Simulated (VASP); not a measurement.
Write the native input for VASP 6.6.1 that does the following.

```yaml
Task: relaxation of cell and atoms
Functional: LDA
Potentials_or_basis: VASP PAW LDA potentials, release 64 (I)
Cutoff: 600 eV
k_mesh: 15 × 15 × 8
Occupations: fermi-dirac, width 0.05 eV
Spin: no spin polarisation
Target_pressure: 150 GPa
Dipole_correction: no
Further_INCAR_settings: ALGO = Normal; EDIFF = 1e-06; IBRION = 2; EDIFFG = -0.005; NSW = 32; ISIF = 3
```

The structure of I lies in POSCAR:

```
I
1.0
    2.7452497459      0.0000000000      0.0000000000
   -1.3726248729      2.3774560197      0.0000000000
    0.0000000000      0.0000000000      4.6948721954
I
2
Direct
    0.3333333333      0.6666666667      0.2500000000
    0.6666666667      0.3333333333      0.7500000000
```

The input as run:

INCAR

```
  PREC = Accurate
  ENCUT = 600
  EDIFF = 1E-6
  ISMEAR = -1
  SIGMA = 0.05
  LREAL = False
  LASPH = True
  NELM = 80
  ALGO = Normal
  ISIF = 3
  LWAVE = False
  LCHARG = False
  IBRION = 2
  NSW = 32
  EDIFFG = -0.005
  PSTRESS = 1500.0
```

KPOINTS

```
Automatic mesh
0
Gamma
  15 15 8
```

Potentials or basis: VASP PAW LDA potentials, release 64 (I).

Run with:

```console
$ cat potpaw_LDA.64/I/POTCAR > POTCAR
$ mpirun -np 1 vasp_std > vasp.out
```

Results of the run:

```
Relaxed volume                                             : 15.32 Å³/atom
Relaxed cell                                               : a = 2.745 Å, b = 2.745 Å, c = 4.697 Å, α = 90.00°, β = 90.00°, γ = 120.00°
Space group after relaxing (to 0.1 Å)                      : P6_3/mmc (No. 194)
Energy change on relaxing (the run minimises the enthalpy) : -2.2 meV/atom
Ionic steps                                                : 5
Pressure after relaxing                                    : 150.0 GPa
Band gap on the k mesh                                     : zero (bands 7 and 8 overlap by 10.14 eV)
```

Caveat: the cell is relaxed towards a set pressure, so the run minimises the enthalpy, not the energy; spin-orbit coupling is left out, which moves the levels of the heavy elements.

Wall time 37 s on 1 thread of Intel(R) Xeon(R) 6975P-C (Granite Rapids), with other jobs on the host, peak memory 0.18 GiB.
